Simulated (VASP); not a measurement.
# Mn in VASP: single point with PBE

Aim: the single point of Mn with PBE.

All numbers are computed with VASP 6.6.1; they aren't measurements. Logs are shortened: lines on timing, memory, paths and dates and some standing lists are left out, and cuts for length are marked.

## Step 1: The cell of the first run

The cell holds a sheet with vacuum, 1 atom: a = 2.614 Å, b = 2.614 Å, c = 23.800 Å, α = 90.00°, β = 90.00°, γ = 90.00°.

## Step 2: Single point, PBE, collinear spin, ferromagnetic start

File POSCAR:

```
Mn
1.0
    2.6143200000      0.0000000000      0.0000000000
    0.0000000000      2.6143200000      0.0000000000
    0.0000000000      0.0000000000     23.8000000000
Mn
1
Direct
    0.0000000000      0.0000000000      0.2941200000
```

File INCAR.step1:

```
PREC = Accurate
ENCUT = 520
EDIFF = 1E-6
ISMEAR = -1
SIGMA = 0.05
LREAL = False
LASPH = True
NELM = 150
ALGO = Normal
ISIF = 2
LWAVE = False
LCHARG = True
ISPIN = 2
MAGMOM = 4
LMAXMIX = 4
LDIPOL = True
IDIPOL = 3
DIPOL = 0.5 0.5 0.294
GGA = PE
NBANDS = 16
```

File KPOINTS.step1:

```
Automatic mesh
0
Gamma
  10 10 1
```

File INCAR.step2:

```
PREC = Accurate
ENCUT = 520
EDIFF = 1E-6
ISMEAR = -5
SIGMA = 0.05
LREAL = False
LASPH = True
NELM = 150
ALGO = Normal
ISIF = 2
LWAVE = False
LCHARG = False
ISPIN = 2
MAGMOM = 4
LORBIT = 11
LMAXMIX = 4
LDIPOL = True
IDIPOL = 3
DIPOL = 0.5 0.5 0.294
GGA = PE
NBANDS = 16
NEDOS = 1001
ICHARG = 11
```

File KPOINTS.step2:

```
Automatic mesh
0
Gamma
  15 15 1
```

Potentials or basis: VASP PAW PBE potentials, release 64 (Mn_pv).

Command:

```console
cat potpaw_PBE.64/Mn_pv/POTCAR > POTCAR
cp INCAR.step1 INCAR
cp KPOINTS.step1 KPOINTS
mpirun -np 1 vasp_std > vasp.out
cp INCAR.step2 INCAR
cp KPOINTS.step2 KPOINTS
mpirun -np 1 vasp_std > vasp.out
```

OUTCAR:

```text
PREC = Accurate
   ENCUT = 520
   EDIFF = 1E-6
   ISMEAR = -5
   LREAL = False
   LASPH = True
   NELM = 150
   ISIF = 2
   ISPIN = 2
   LORBIT = 11
   GGA = PE
   ICHARG = 11

 ion  position               nearest neighbor table
   1  0.000  0.000  0.294-

  LATTYP: Found a simple tetragonal cell.
 ALAT       =     2.6143200000
 C/A-ratio  =     9.1037057437

  Lattice vectors:

 A1 = (   2.6143200000,   0.0000000000,   0.0000000000)
 A2 = (   0.0000000000,   2.6143200000,   0.0000000000)
 A3 = (   0.0000000000,   0.0000000000,  23.8000000000)

Analysis of symmetry for initial positions (statically):
=====================================================================
 Subroutine PRICEL returns:
 Original cell was already a primitive cell.

 Routine SETGRP: Setting up the symmetry group for a
 simple tetragonal supercell.

 Subroutine GETGRP returns: Found 16 space group operations
 (whereof  8 operations were pure point group operations)
 out of a pool of 16 trial point group operations.

The static configuration has the point symmetry C_4v.
 The point group associated with its full space group is D_4h.

Analysis of symmetry for dynamics (positions and initial velocities):
=====================================================================
 Subroutine PRICEL returns:
 Original cell was already a primitive cell.

 Routine SETGRP: Setting up the symmetry group for a
 simple tetragonal supercell.

 Subroutine GETGRP returns: Found 16 space group operations
 (whereof  8 operations were pure point group operations)
 out of a pool of 16 trial point group operations.

The dynamic configuration has the point symmetry C_4v.
 The point group associated with its full space group is D_4h.

Analysis of structural, dynamic, and magnetic symmetry:
=====================================================================
 Subroutine PRICEL returns:
 Original cell was already a primitive cell.

 Routine SETGRP: Setting up the symmetry group for a
 simple tetragonal supercell.

 Subroutine GETGRP returns: Found 16 space group operations
 (whereof  8 operations were pure point group operations)
 out of a pool of 16 trial point group operations.

The overall configuration has the point symmetry C_4v.
 The point group associated with its full space group is D_4h.

 Subroutine INISYM returns: Found 16 space group operations
 (whereof  8 operations are pure point group operations),
 and found     1 'primitive' translations

----------------------------------------------------------------------------------------

                                     Primitive cell
[... 114 lines left out ...]
  Thomas-Fermi vector in A             =   1.790604
   LORBIT       =     11    0 simple, 1 ext, 2 COOP (PROOUT), +10 PAW based schemes
   GGA     = PE    functional components
   LHFCALC =     F    Hartree Fock is set to
   AEXX    =    0.0000 exact exchange contribution
   IVDW    =     0    specifies the selected vdW correction
   LEPSILON=     F    determine dielectric tensor
   LRPA    =     F    only Hartree local field effects (RPA)
 spin polarized calculation
 Fermi weights with tetrahedron method with Bloechl corrections
  energy-cutoff  :      520.00
  volume of cell :      162.67
 maximum number of plane-waves:      4413
 NGX is ok and might be reduce to    20

 number of electron      12.9999981 magnetization       4.3153694

 dipolmoment           0.000000      0.000000     -0.000001 electrons x Angstroem

 Free energy of the ion-electron system (eV)
  ---------------------------------------------------
  ext. energy  EPLUGINS =         0.00000000
  ---------------------------------------------------
  free energy    TOTEN  =        -6.91836244 eV

  energy without entropy =       -6.91836244  energy(sigma->0) =       -6.91836244

 E-fermi :  -2.5380     XC(G=0):  -1.8803

 val. band max:       -2.5821544387   @ k =   0.4667   0.1333   0.0000
 cond. band min:      -2.5386129956   @ k =   0.2000   0.1333   0.0000
 fundamental gap:      0.0435414431
 Fermi energy:        -2.5380331060

 spin component 1

 k-point     1 :       0.0000    0.0000    0.0000
  band No.  band energies     occupation
      1     -52.7900      1.00000
      2     -52.0990      1.00000
      3     -52.0990      1.00000
      4      -8.1647      1.00000
      5      -6.1170      1.00000
      6      -5.5886      1.00000
[... 435 lines left out ...]
      5      -5.5490      1.00000
      6      -5.0103      1.00000
[... 8 lines left out ...]
     15       5.4646      0.00000
     16       5.6087      0.00000

 [... further k-points ...]

 spin component 2

 k-point     1 :       0.0000    0.0000    0.0000
  band No.  band energies     occupation
      1     -48.4241      1.00000
      2     -48.1647      1.00000
      3     -48.1647      1.00000
      4      -6.9836      1.00000
      5      -3.1324      1.00000
      6      -2.2710      0.00000
[... 435 lines left out ...]
      5      -2.2535      0.00000
      6      -1.8733      0.00000
[... 8 lines left out ...]
     15       5.7370      0.00000
     16       6.3357      0.00000

 [... further k-points ...]

------------------------ aborting loop because EDIFF is reached ----------------------------------------

 vacuum level on the upper side and lower side of the slab       (xc-potential included)        -0.114        -0.112

  FORCE on cell =-STRESS in cart. coord.  units (eV):
  Direction    XX          YY          ZZ          XY          YZ          ZX
  --------------------------------------------------------------------------------------
  -------------------------------------------------------------------------------------
  Total        0.0344380      0.0344380      0.1758784      0.0000000      0.0000000      0.0000000
  in kB        0.3391982      0.3391982      1.7323218      0.0000000      0.0000000      0.0000000
  external PRESSURE =       0.8035727 kB  Pullay stress =       0.0000000 kB

 VOLUME and BASIS-vectors are now :
 -----------------------------------------------------------------------------
  energy-cutoff  :      520.00
  volume of cell :      162.67
      direct lattice vectors                 reciprocal lattice vectors
     2.614320000  0.000000000  0.000000000     0.382508645  0.000000000  0.000000000
     0.000000000  2.614320000  0.000000000     0.000000000  0.382508645  0.000000000
     0.000000000  0.000000000 23.800000000     0.000000000  0.000000000  0.042016807

 POSITION                                       TOTAL-FORCE (eV/Angst)
 -----------------------------------------------------------------------------------
      0.00000      0.00000      7.00006         0.000000      0.000000      0.000000
 -----------------------------------------------------------------------------------
    total drift:                                0.000000      0.000000      0.000311

  FREE ENERGIE OF THE ION-ELECTRON SYSTEM (eV)
  ---------------------------------------------------
  free  energy   TOTEN  =        -6.9183624442 eV

  energy  without entropy=       -6.9183624442  energy(sigma->0) =       -6.91836244

 vacuum level on the upper side and lower side of the slab         1.039         1.038

 total charge

# of ion       s       p       d       tot
------------------------------------------
    1        0.361   6.123   4.982  11.466

 magnetization (x)

# of ion       s       p       d       tot
------------------------------------------
    1        0.037   0.045   3.818   3.900
```

Run time: 2.6 min. Hardware: 1 thread of Intel Xeon 6975P-C (Granite Rapids), shared host; peak memory 0.35 GiB.

What came out:

```
Net moment                                            : 4.32 μB per cell
Site moments                                          : Mn +3.90 μB
Valence electrons inside the program's atomic spheres : Mn 11.47
```

Caveat: tetrahedron occupations give inexact forces and stress in metals.
